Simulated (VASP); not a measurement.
# SiC (P6_3mc) in VASP: notebook

Runs on SiC. Level: r2SCAN. Tasks: single point.

All numbers are computed with VASP 6.6.1; they aren't measurements. Logs are shortened: lines on timing, memory, paths and dates and some standing lists are left out, and cuts for length are marked.

**1. The cell of the first run**

It takes space group P6_3mc (No. 186, hexagonal). The conventional cell has a = 3.075 Å, b = 3.075 Å, c = 4.846 Å, α = 90.00°, β = 90.00°, γ = 120.00°. Si (site symmetry 3m) has 4 C at 1.82 to 1.87 Å within 2.4 Å. C (site symmetry 3m) has 4 Si at 1.82 to 1.87 Å within 2.4 Å.

**2. Single point, r2SCAN (strain +0.000 along x and y, -0.040 along z)**

POSCAR

```
SiC
1.0
    3.0751950076      0.0000000000      0.0000000000
   -1.5375975038      2.6631969982      0.0000000000
    0.0000000000      0.0000000000      4.8462401785
Si C
2 2
Direct
    0.3333333333      0.6666666667      0.0046028828
    0.6666666667      0.3333333333      0.5046028828
    0.3333333333      0.6666666667      0.3803971172
    0.6666666667      0.3333333333      0.8803971172
```

INCAR.step1

```
SYSTEM = SiC
PREC = Accurate
ENCUT = 520
ISMEAR = 0
SIGMA = 0.05
LREAL = .FALSE.
LASPH = .TRUE.
NELM = 80
NBANDS = 16
GGA = PE
ALGO = Normal
EDIFF = 1E-4
LWAVE = .TRUE.
LCHARG = .FALSE.
```

INCAR.step2

```
SYSTEM = SiC
PREC = Accurate
ENCUT = 520
EDIFF = 1E-6
ISMEAR = 0
SIGMA = 0.05
LREAL = .FALSE.
LASPH = .TRUE.
NELM = 80
ALGO = Normal
ISIF = 2
LWAVE = .FALSE.
LCHARG = .TRUE.
METAGGA = R2SCAN
LMIXTAU = .TRUE.
LELF = .TRUE.
LVHAR = .TRUE.
NBANDS = 16
ISTART = 1
```

KPOINTS

```
Automatic mesh
0
G
  12 12 6
  0 0 0
```

Potentials or basis: VASP PAW PBE potentials, release 64 (Si, C).

The run is started by

```sh
> cat potpaw_PBE.64/Si/POTCAR potpaw_PBE.64/C/POTCAR > POTCAR
> cp INCAR.step1 INCAR
> mpirun -np 1 vasp_std > vasp.out
> cp INCAR.step2 INCAR
> mpirun -np 1 vasp_std > vasp.out
```

OUTCAR:

```text
SYSTEM = SiC
   PREC = Accurate
   ENCUT = 520
   EDIFF = 1E-6
   ISMEAR = 0
   LREAL = .FALSE.
   LASPH = .TRUE.
   NELM = 80
   ISIF = 2
   METAGGA = R2SCAN
   ISTART = 1

 ion  position               nearest neighbor table
   1  0.333  0.667  0.005-   3 1.82   4 1.87   4 1.87   4 1.87   2 3.00   2 3.00   2 3.00   2 3.00
                             2 3.00   2 3.00
   2  0.667  0.333  0.505-   4 1.82   3 1.87   3 1.87   3 1.87   1 3.00   1 3.00   1 3.00   1 3.00
                             1 3.00   1 3.00
   3  0.333  0.667  0.380-   1 1.82   2 1.87   2 1.87   2 1.87
   4  0.667  0.333  0.880-   2 1.82   1 1.87   1 1.87   1 1.87

  LATTYP: Found a hexagonal cell.
 ALAT       =     3.0751950076
 C/A-ratio  =     1.5759131263

  Lattice vectors:

 A1 = (   3.0751950076,   0.0000000000,   0.0000000000)
 A2 = (  -1.5375975038,   2.6631969982,   0.0000000000)
 A3 = (   0.0000000000,   0.0000000000,   4.8462401785)

Analysis of symmetry for initial positions (statically):
=====================================================================
 Subroutine PRICEL returns:
 Original cell was already a primitive cell.

 Routine SETGRP: Setting up the symmetry group for a
 hexagonal supercell.

 Subroutine GETGRP returns: Found 12 space group operations
 (whereof  6 operations were pure point group operations)
 out of a pool of 24 trial point group operations.

The static configuration has the point symmetry C_3v.
 The point group associated with its full space group is C_6v.

Analysis of symmetry for dynamics (positions and initial velocities):
=====================================================================
 Subroutine PRICEL returns:
 Original cell was already a primitive cell.

 Routine SETGRP: Setting up the symmetry group for a
 hexagonal supercell.

 Subroutine GETGRP returns: Found 12 space group operations
 (whereof  6 operations were pure point group operations)
 out of a pool of 24 trial point group operations.

The dynamic configuration has the point symmetry C_3v.
 The point group associated with its full space group is C_6v.

 Subroutine INISYM returns: Found 12 space group operations
 (whereof  6 operations are pure point group operations),
 and found     1 'primitive' translations

----------------------------------------------------------------------------------------

                                     Primitive cell

  volume of cell :      39.6900

  direct lattice vectors                    reciprocal lattice vectors
     3.075195008  0.000000000  0.000000000     0.325182630  0.187744279  0.000000000
    -1.537597504  2.663196998  0.000000000     0.000000000  0.375488558  0.000000000
     0.000000000  0.000000000  4.846240179     0.000000000  0.000000000  0.206345530

  length of vectors
     3.075195008  3.075195008  4.846240179     0.375488558  0.375488558  0.206345530

  position of ions in fractional coordinates (direct lattice)
     0.333333333  0.666666667  0.004602883
     0.666666667  0.333333333  0.504602883
     0.333333333  0.666666667  0.380397117
     0.666666667  0.333333333  0.880397117

  ion indices of the primitive-cell ions
   primitive index   ion index
                 1           1
                 2           2
                 3           3
                 4           4

----------------------------------------------------------------------------------------

 KPOINTS: Automatic mesh

Automatic generation of k-mesh.
 Grid dimensions read from file:
 generate k-points for:   12   12    6

 Generating k-lattice:

  Cartesian coordinates                     Fractional coordinates (reciprocal lattice)
     0.027098552  0.015645357  0.000000000     0.083333333  0.000000000  0.000000000
     0.000000000  0.031290713  0.000000000     0.000000000  0.083333333  0.000000000
     0.000000000  0.000000000  0.034390922     0.000000000  0.000000000  0.166666667

  Length of vectors
     0.031290713  0.031290713  0.034390922

  Shift w.r.t. Gamma in fractional coordinates (k-lattice)
     0.000000000  0.000000000  0.000000000

 Subroutine IBZKPT returns following result:
 ===========================================

 Found     76 irreducible k-points:

 Following reciprocal coordinates:
            Coordinates               Weight
  0.000000  0.000000  0.000000      1.000000
  0.083333 -0.000000  0.000000      6.000000
  0.166667 -0.000000  0.000000      6.000000
  0.250000  0.000000  0.000000      6.000000
  0.333333  0.000000  0.000000      6.000000
  0.416667 -0.000000  0.000000      6.000000
[... 16 lines left out ...]
  0.250000  0.000000  0.166667     12.000000
  0.333333  0.000000  0.166667     12.000000
 [... further k-points ...]
   k-points           NKPTS =     76   k-points in BZ     NKDIM =     76   number of bands    NBANDS=     16
   number of dos      NEDOS =    301   number of ions     NIONS =      4
   total plane-waves  NPLWV =  20736
   dimension x,y,z NGX =    24 NGY =   24 NGZ =   36
   dimension x,y,z NGXF=    48 NGYF=   48 NGZF=   72
   ions per type =               2   2
   NGX,Y,Z   is equivalent  to a cutoff of  12.97, 12.97, 12.35 a.u.
   NGXF,Y,Z  is equivalent  to a cutoff of  25.95, 25.95, 24.70 a.u.
 SYSTEM =  SiC
   PREC   = accura    normal or accurate (medium, high low for compatibility)
   ISTART =      1    job   : 0-new  1-cont  2-samecut
   ICHARG =      0    charge: 1-file 2-atom 10-const
   ISPIN  =      1    spin polarized calculation?
   LNONCOLLINEAR =      F non collinear calculations
   LSORBIT =      F    spin-orbit coupling
   LASPH  =      T    aspherical Exc in radial PAW
   ENCUT  =  520.0 eV  38.22 Ry    6.18 a.u.   5.72  5.72  9.01*2*pi/ulx,y,z
   NELM   =     80;   NELMIN=  2; NELMDL=  0     # of ELM steps
   EDIFF  = 0.1E-05   stopping-criterion for ELM
   LREAL  =      F    real-space projection
   EDIFFG = 0.1E-04   stopping-criterion for IOM
   NSW    =      0    number of steps for IOM
   IBRION =     -1    ionic relax: 0-MD 1-quasi-New 2-CG
   NFREE  =      0    steps in history (QN), initial steepest desc. (CG)
   ISIF   =      2    stress and relaxation
   ISYM   =      2    0-nonsym 1-usesym 2-fastsym
   POTIM  = 0.5000    time-step for ionic-motion
   TEBEG  =    0.0;   TEEND  =   0.0 temperature during run
   PSTRESS=    0.0 pullay stress
   NELECT =      16.0000    total number of electrons
   NUPDOWN=      -1.0000    fix difference up-down
   EMIN   =  10.00;   EMAX   =-10.00  energy-range for DOS
   EFERMI =   0.00;   METHOD = LEGACY
   ISMEAR =     0;   SIGMA  =   0.05  broadening in eV -4-tet -1-fermi 0-gaus
   EFERMI_NEDOS =   21; number of points for ismear=-14 and -15
   IALGO  =     38    algorithm
   IMIX   =      4    mixing-type and parameters
     AMIX     =   0.40;   BMIX     =  1.00
     AMIX_MAG =   1.60;   BMIX_MAG =  1.00
  volume/ion in A,a.u.               =       9.92        66.96
  Fermi-wavevector in a.u.,A,eV,Ry     =   1.209357  2.285353 19.899125  1.462544
  Thomas-Fermi vector in A             =   2.344937
   LORBIT       =      0    0 simple, 1 ext, 2 COOP (PROOUT), +10 PAW based schemes
   METAGGA = R2SCAN    functional components
   LHFCALC =     F    Hartree Fock is set to
   AEXX    =    0.0000 exact exchange contribution
   IVDW    =     0    specifies the selected vdW correction
   LEPSILON=     F    determine dielectric tensor
   LRPA    =     F    only Hartree local field effects (RPA)
 non-spin polarized calculation
 Gauss-broadening in eV      SIGMA  =   0.05
  energy-cutoff  :      520.00
  volume of cell :       39.69
 maximum number of plane-waves:      1090
 NGX is ok and might be reduce to    24
   NGX = 11   NGY = 11   NGZ = 19

 number of electron      15.9999998 magnetization

 Free energy of the ion-electron system (eV)
  ---------------------------------------------------
  ext. energy  EPLUGINS =         0.00000000
  ---------------------------------------------------
  free energy    TOTEN  =       -38.49995891 eV

  energy without entropy =      -38.49995891  energy(sigma->0) =      -38.49995891

 E-fermi :   8.9313     XC(G=0): -12.1094

 val. band max:        8.6534318445   @ k =   0.0000   0.0000   0.0000
 cond. band min:      11.3388047923   @ k =   0.3333   0.3333   0.0000
 fundamental gap:      2.6853729478
 Fermi energy:         8.9313069154

 k-point     1 :       0.0000    0.0000    0.0000
  band No.  band energies     occupation
      1      -8.0814      2.00000
      2      -3.9500      2.00000
      3      -0.5294      2.00000
      4       6.9372      2.00000
      5       6.9372      2.00000
      6       8.5669      2.00000
[... 8 lines left out ...]
     15      18.4250      0.00000
     16      20.4862      0.00000

 k-point     2 :       0.0833   -0.0000    0.0000
  band No.  band energies     occupation
      1      -7.9566      2.00000
      2      -3.8493      2.00000
      3      -0.4136      2.00000
      4       6.2352      2.00000
      5       6.7145      2.00000
      6       8.0891      2.00000
[... 8 lines left out ...]
     15      18.7406      0.00000
     16      19.7132      0.00000

 k-point     3 :       0.1667   -0.0000    0.0000
  band No.  band energies     occupation
      1      -7.5857      2.00000
      2      -3.5597      2.00000
      3      -0.0747      2.00000
      4       4.7024      2.00000
      5       6.2112      2.00000
      6       6.9714      2.00000
[... 8 lines left out ...]
     15      19.0706      0.00000
     16      19.2651      0.00000
[... 362 lines left out ...]
 k-point    23 :       0.2500    0.0000    0.1667
  band No.  band energies     occupation
      1      -6.8309      2.00000
      2      -3.6928      2.00000
      3       1.0807      2.00000
      4       3.3159      2.00000
      5       5.0959      2.00000
      6       5.7822      2.00000
[... 8 lines left out ...]
     15      20.1558      0.00000
     16      20.7610      0.00000

 k-point    24 :       0.3333    0.0000    0.1667
  band No.  band energies     occupation
      1      -6.0292      2.00000
      2      -3.1552      2.00000
      3       0.8180      2.00000
      4       2.6985      2.00000
      5       3.6374      2.00000
      6       5.3360      2.00000
[... 8 lines left out ...]
     15      21.5890      0.00000
     16      21.6484      0.00000

 [... further k-points ...]

------------------------ aborting loop because EDIFF is reached ----------------------------------------

  FORCE on cell =-STRESS in cart. coord.  units (eV):
  Direction    XX          YY          ZZ          XY          YZ          ZX
  --------------------------------------------------------------------------------------
  -------------------------------------------------------------------------------------
  Total        0.3067061      0.3067061      6.9784807      0.0000000      0.0000000      0.0000000
  in kB       12.3808970     12.3808970    281.7024181      0.0000000      0.0000000      0.0000000
  external PRESSURE =     102.1547374 kB  Pullay stress =       0.0000000 kB

 VOLUME and BASIS-vectors are now :
 -----------------------------------------------------------------------------
  energy-cutoff  :      520.00
  volume of cell :       39.69
      direct lattice vectors                 reciprocal lattice vectors
     3.075195008  0.000000000  0.000000000     0.325182630  0.187744279  0.000000000
    -1.537597504  2.663196998  0.000000000     0.000000000  0.375488558  0.000000000
     0.000000000  0.000000000  4.846240179     0.000000000  0.000000000  0.206345530

 POSITION                                       TOTAL-FORCE (eV/Angst)
 -----------------------------------------------------------------------------------
     -0.00000      1.77546      0.02231        -0.000000      0.000000     -0.562018
      1.53760      0.88773      2.44543         0.000000      0.000000     -0.562018
     -0.00000      1.77546      1.84350        -0.000000      0.000000      0.562018
      1.53760      0.88773      4.26662        -0.000000      0.000000      0.562018
 -----------------------------------------------------------------------------------
    total drift:                               -0.000000      0.000000      0.000092

  FREE ENERGIE OF THE ION-ELECTRON SYSTEM (eV)
  ---------------------------------------------------
  free  energy   TOTEN  =       -38.4999589052 eV

  energy  without entropy=      -38.4999589052  energy(sigma->0) =      -38.49995891
```

Run time: 59 s. Hardware: 1 thread of Intel Xeon 6975P-C (Granite Rapids), shared host; peak memory 0.17 GiB.

What came out:

* Free energy: -38.5000 eV
* Pressure: 10.2 GPa
* Largest force: 0.562 eV/Å
* Band gap on the k mesh: 2.69 eV (least direct gap 4.17 eV)

Forces on the atoms (eV/Å):
```
Si   0.000  0.000 -0.562
Si   0.000  0.000 -0.562
C    0.000  0.000  0.562
C    0.000  0.000  0.562
```

Caveat: the cell differs from its parent crystal (strain +0.000 along x and y, -0.040 along z); the stress differs along the axes, from 1 to 28 GPa; the PAW data sets were made with another functional, which shifts forces and pressure a little.

**3. Single point, r2SCAN (strain -0.040 along x and y, +0.040 along z)**

POSCAR

```
SiC
1.0
    2.9521872073      0.0000000000      0.0000000000
   -1.4760936037      2.5566691183      0.0000000000
    0.0000000000      0.0000000000      5.2500935267
Si C
2 2
Direct
    0.3333333333      0.6666666667      0.0046028828
    0.6666666667      0.3333333333      0.5046028828
    0.3333333333      0.6666666667      0.3803971172
    0.6666666667      0.3333333333      0.8803971172
```

INCAR.step1 is that of step 2.

INCAR.step2 is that of step 2.

KPOINTS

```
regular mesh
0
G
  12 12 6
  0 0 0
```

Potentials or basis: VASP PAW PBE potentials, release 64 (Si, C).

The run is started by

```sh
> cat potpaw_PBE.64/Si/POTCAR potpaw_PBE.64/C/POTCAR > POTCAR
> cp INCAR.step1 INCAR
> mpirun -np 1 vasp_std > vasp.out
> cp INCAR.step2 INCAR
> mpirun -np 1 vasp_std > vasp.out
```

It took 72 s on 1 thread of Intel Xeon 6975P-C (Granite Rapids), shared host; peak memory 0.18 GiB.

The run converged. Its results:

| Item | Value |
| --- | --- |
| Free energy | -38.2502 eV |
| Pressure | 12.7 GPa |
| Largest force | 0.622 eV/Å |
| Band gap on the k mesh | 2.25 eV (least direct gap 4.93 eV) |

Forces on the atoms (eV/Å):
```
Si   0.000  0.000  0.622
Si   0.000  0.000  0.622
C    0.000  0.000 -0.622
C    0.000  0.000 -0.622
```

Stress tensor (GPa, compression positive):
```
 29.22   0.00   0.00
  0.00  29.22   0.00
  0.00   0.00 -20.28
```

Levels at points of the mesh, in eV from the valence-band top:
```tsv
k point	band 4	band 5	band 6	band 7	band 8	band 9	band 10	band 11	band 12	band 13
(0.00, 0.00, 0.00)	-1.02	-1.02	-0.69	0.00	0.00	5.04	7.00	8.08	8.08	9.26
(0.50, 0.00, 0.00)	-7.27	-5.75	-3.52	-3.26	-1.50	3.82	4.08	7.71	8.10	9.35
(0.00, 0.00, 0.50)	-5.49	-0.54	-0.54	-0.54	-0.54	7.65	7.65	8.68	8.68	8.68
(0.50, 0.00, 0.50)	-8.87	-2.93	-2.93	-2.51	-2.51	3.29	3.29	5.75	5.75	11.15
```

Caveat: the cell differs from its parent crystal (strain -0.040 along x and y, +0.040 along z); the stress differs along the axes, from -20 to 29 GPa; the PAW data sets were made with another functional, which shifts forces and pressure a little. A k mesh can miss the band edges.

**4. Single point, r2SCAN (strain -0.040 along x and y, +0.080 along z)**

Changes to POSCAR since step 3:

```diff
@@ -4,3 +4,3 @@
    -1.4760936037      2.5566691183      0.0000000000
-    0.0000000000      0.0000000000      5.2500935267
+    0.0000000000      0.0000000000      5.4520202008
 Si C
```

INCAR.step1

```
PREC = Accurate
ENCUT = 520
ISMEAR = 0
SIGMA = 0.05
LREAL = False
LASPH = True
NELM = 60
NBANDS = 16
GGA = PE
ALGO = Normal
EDIFF = 1E-4
LWAVE = True
LCHARG = False
```

INCAR.step2

```
PREC = Accurate
ENCUT = 520
EDIFF = 1E-7
ISMEAR = 0
SIGMA = 0.05
LREAL = False
LASPH = True
NELM = 60
ALGO = Normal
ISIF = 2
LWAVE = False
LCHARG = True
METAGGA = R2SCAN
LMIXTAU = True
LELF = True
LVHAR = True
NBANDS = 16
ISTART = 1
```

KPOINTS

```
regular mesh
0
Gamma
  12 12 6
```

The run is started by

```sh
> cat potpaw_PBE.64/Si/POTCAR potpaw_PBE.64/C/POTCAR > POTCAR
> cp INCAR.step1 INCAR
> mpirun -np 1 vasp_std > vasp.out
> cp INCAR.step2 INCAR
> mpirun -np 1 vasp_std > vasp.out
```

Wall time 85 s (1 thread of Intel Xeon 6975P-C (Granite Rapids), shared host); peak memory 0.18 GiB.

The run converged. Its results:

```
Free energy            : -37.9726 eV
Pressure               : 5.4 GPa
Largest force          : 0.466 eV/Å
Band gap on the k mesh : 2.16 eV (least direct gap 3.71 eV)
```

Forces in eV/Å, atoms in the order of the input:
```
Si   0.000  0.000  0.466
Si   0.000  0.000  0.466
C    0.000  0.000 -0.466
C    0.000  0.000 -0.466
```

Stress tensor (GPa, compression positive):
```
 26.80   0.00   0.00
  0.00  26.80   0.00
  0.00   0.00 -37.29
```

Levels at points of the mesh, in eV from the valence-band top:
| k point | band 4 | band 5 | band 6 | band 7 | band 8 | band 9 | band 10 | band 11 | band 12 | band 13 |
| --- | --- | --- | --- | --- | --- | --- | --- | --- | --- | --- |
| (0.00, 0.00, 0.00) | -0.97 | -0.85 | -0.85 | 0.00 | 0.00 | 3.71 | 7.18 | 8.11 | 8.11 | 9.20 |
| (0.50, 0.00, 0.00) | -7.44 | -5.59 | -3.43 | -3.07 | -1.58 | 3.76 | 3.93 | 6.96 | 8.07 | 8.59 |
| (0.00, 0.00, 0.50) | -5.73 | -0.45 | -0.45 | -0.45 | -0.45 | 7.46 | 7.46 | 8.67 | 8.67 | 8.67 |
| (0.50, 0.00, 0.50) | -8.77 | -3.06 | -3.06 | -2.42 | -2.42 | 2.89 | 2.89 | 5.56 | 5.56 | 10.78 |

Caveat: the cell differs from its parent crystal (strain -0.040 along x and y, +0.080 along z); the stress differs along the axes, from -37 to 27 GPa; the PAW data sets were made with another functional, which shifts forces and pressure a little. A k mesh can miss the band edges.

**5. Summary**

| cell | gap on the mesh (eV) | pressure (GPa) | largest force (eV/Å) |
| --- | --- | --- | --- |
| a = 3.075, b = 3.075, c = 4.846 Å, angles 90.0, 90.0, 120.0°, 4 atoms | 2.69 | 10.2 | 0.56 |
| a = 2.952, b = 2.952, c = 5.250 Å, angles 90.0, 90.0, 120.0°, 4 atoms | 2.25 | 12.7 | 0.62 |
| a = 2.952, b = 2.952, c = 5.452 Å, angles 90.0, 90.0, 120.0°, 4 atoms | 2.16 | 5.4 | 0.47 |

Alike in all rows: task single point; level r2SCAN; potentials or basis VASP PAW PBE potentials, release 64 (Si, C); no spin polarisation; k mesh 12 × 12 × 6; cutoff (eV) 520; smearing gaussian 0.05 eV.

Caveats: the PAW data sets were made with another functional, which shifts forces and pressure a little; the stress differs along the axes, from 1 to 28 GPa (at least some runs); the stress differs along the axes, from -20 to 29 GPa (at least some runs); the stress differs along the axes, from -37 to 27 GPa (at least some runs).

Total energies depend on the potentials used, so only differences within one code and one set of settings carry meaning.
